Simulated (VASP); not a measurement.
CoIrC4N4: single point with PBE

The system is CoIrC4N4.

```xyz
10
Lattice="5.7969 0.0000 0.0000 0.0000 5.7969 0.0000 0.0000 0.0000 5.7969" Properties=species:S:1:pos:R:3 pbc="T T T"
Co    2.8985    2.8985    2.8985
Ir    0.0000    0.0000    0.0000
C     1.1276    1.1276    1.1276
C     1.1276    4.6694    4.6694
C     4.6694    1.1276    4.6694
C     4.6694    4.6694    1.1276
N     1.8095    1.8095    1.8095
N     1.8095    3.9874    3.9874
N     3.9874    1.8095    3.9874
N     3.9874    3.9874    1.8095
```

* Program: VASP 6.6.1
* Task: single point
* Functional: PBE
* Potentials or basis: VASP PAW PBE potentials, release 64 (Co, Ir, C, N)
* Cutoff: 600 eV
* k mesh: 4 × 4 × 4
* Occupations: gaussian, width 0.1 eV
* Spin: collinear spin, ferrimagnetic start
* Starting moments: [-3.0, 1.0, 0.0, 0.0, 0.0, 0.0, 0.0, 0.0, 0.0, 0.0] μB

```yaml
Pressure: 0.2 GPa
Largest_force: 0.302 eV/Å
Net_moment: -0.08 μB per cell
Site_moments: Co -2.11; Ir +1.17; C +0.01; N +0.08 μB
Valence_electrons_inside_the_program's_atomic_spheres: Co 8.17; Ir 8.68; C 2.57; N 3.87
```

Forces on the atoms (eV/Å):
```
Co   0.000  0.000  0.000
Ir   0.000  0.000  0.000
C   -0.128 -0.128 -0.128
C   -0.128  0.128  0.128
C    0.128 -0.128  0.128
C    0.128  0.128 -0.128
N    0.174  0.174  0.174
N    0.174 -0.174 -0.174
N   -0.174  0.174 -0.174
N   -0.174 -0.174  0.174
```

Levels at points of the mesh, in eV from the Fermi level:
Spin up:
| k point | band 25 | band 26 | band 27 | band 28 | band 29 | band 30 |
| --- | --- | --- | --- | --- | --- | --- |
| (0.00, 0.00, 0.00) | -0.92 | -0.62 | -0.62 | 0.75 | 0.75 | 0.75 |
| (0.50, 0.00, 0.00) | -0.78 | -0.78 | -0.01 | 0.82 | 0.94 | 0.94 |
| (0.50, 0.50, 0.00) | -0.66 | -0.66 | -0.02 | 0.81 | 0.87 | 0.87 |
| (0.50, 0.50, 0.50) | -0.69 | -0.54 | -0.54 | 0.73 | 0.74 | 0.74 |
Spin down:
| k point | band 23 | band 24 | band 25 | band 26 | band 27 | band 28 | band 29 | band 30 | band 31 | band 32 |
| --- | --- | --- | --- | --- | --- | --- | --- | --- | --- | --- |
| (0.00, 0.00, 0.00) | -1.65 | -1.65 | -1.65 | -1.25 | -1.25 | -0.04 | -0.04 | -0.04 | 4.86 | 4.86 |
| (0.50, 0.00, 0.00) | -1.89 | -1.87 | -1.79 | -1.79 | -1.15 | 0.31 | 0.43 | 0.43 | 4.20 | 4.20 |
| (0.50, 0.50, 0.00) | -1.85 | -1.83 | -1.75 | -1.75 | -1.16 | 0.36 | 0.43 | 0.43 | 4.32 | 4.32 |
| (0.50, 0.50, 0.50) | -1.64 | -1.64 | -1.64 | -1.14 | -1.14 | 0.13 | 0.13 | 0.13 | 4.77 | 4.77 |

Wall time 13 min on 1 thread of Intel(R) Xeon(R) 6975P-C (Granite Rapids) (shared host), peak memory 0.53 GiB.

Caveat: spin-orbit coupling is left out, which moves the levels of the heavy elements. With open d or f shells a metallic result of PBE can be an artefact of self-interaction; +U or a hybrid may open a gap.
